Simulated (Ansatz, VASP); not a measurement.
**Mn in VASP and in Ansatz**

INCAR

```
SYSTEM = Mn
  PREC = Accurate
  ENCUT = 600
  EDIFF = 1E-6
  ISMEAR = -1
  SIGMA = 0.05
  LREAL = .False.
  LASPH = .True.
  NELM = 150
  ALGO = Normal
  ISIF = 3
  LWAVE = .False.
  LCHARG = .False.
  ISPIN = 2
  MAGMOM = 3 -3
  LORBIT = 11
  LMAXMIX = 4
  GGA = RP
  IBRION = 2
  NSW = 80
  EDIFFG = -0.01
```

The input KPOINTS:

```
regular mesh
0
Gamma
  11 11 11
  0 0 0
```

Contents of POSCAR:

```
Mn
1.0
    0.0000000000      2.5125686141      2.5125686141
    2.5125686141      0.0000000000      2.5125686141
    2.5125686141      2.5125686141      0.0000000000
Mn
2
Direct
    0.1250000000      0.1250000000      0.1250000000
    0.8750000000      0.8750000000      0.8750000000
```

Input for Ansatz:

```yaml
crystal:
  lattice:
    - [0.0, 2.5125686141, 2.5125686141]
    - [2.5125686141, 0.0, 2.5125686141]
    - [2.5125686141, 2.5125686141, 0.0]
  atoms:
    - { symbol: Mn, position: [0.125, 0.125, 0.125], spin: 3.0 }
    - { symbol: Mn, position: [0.875, 0.875, 0.875], spin: -3.0 }
hamiltonian:
  xc: rpbe
  pseudopotentials:
    kind: paw
    azcp:
      Mn: "pseudopotentials/Mn.paw.azcp"
basis:
  ecutwfc: 420
  fft_grid_basis: typed
kpoints:
  mp_grid: { grid: [11, 11, 11], shift: [0, 0, 0] }
magnetization:
  spin_polarized: true
scf:
  occupations: { method: fermi_dirac, width: 0.05 }
relax:
  max_steps: 60
  f_tol: 0.01
  cell: {}
```

Alike in both runs: task relaxation of cell and atoms; functional RPBE; k mesh 11 × 11 × 11; occupations fermi-dirac, width 0.05 eV; collinear spin.

```csv
,VASP,Ansatz
version,VASP 6.6.1,Ansatz 0.2.0
potentials or method,"VASP PAW PBE potentials, release 64 (Mn_pv), cutoff 600 eV","plane waves (420 eV) with PAW, scalar-relativistic"
valence electrons in the cell,26,30
```

Ansatz gave:

```
net moment per atom (μB)                                      : 0.00
size of the moment on the site where the two differ most (μB) : 2.62
relaxed volume (Å³/atom)                                      : 18.68
relaxed cell length with the largest relative difference (Å)  : 3.752
```

Q: What did VASP give for the same quantities?

A: net moment per atom (μB): 0.00; size of the moment on the site where the two differ most (μB): 2.84; relaxed volume (Å³/atom): 18.87; relaxed cell length with the largest relative difference (Å): 3.765.

VASP's potentials were made for PBE, not for RPBE. Site moments also hang on the region over which each program counts them. VASP's potentials hold 26 valence electrons a cell and Ansatz's 30, so a difference there can come from the potentials and not from the codes.

Noted on VASP's run: the volume moved by over 15 % at a fixed basis, so the end points are rough.
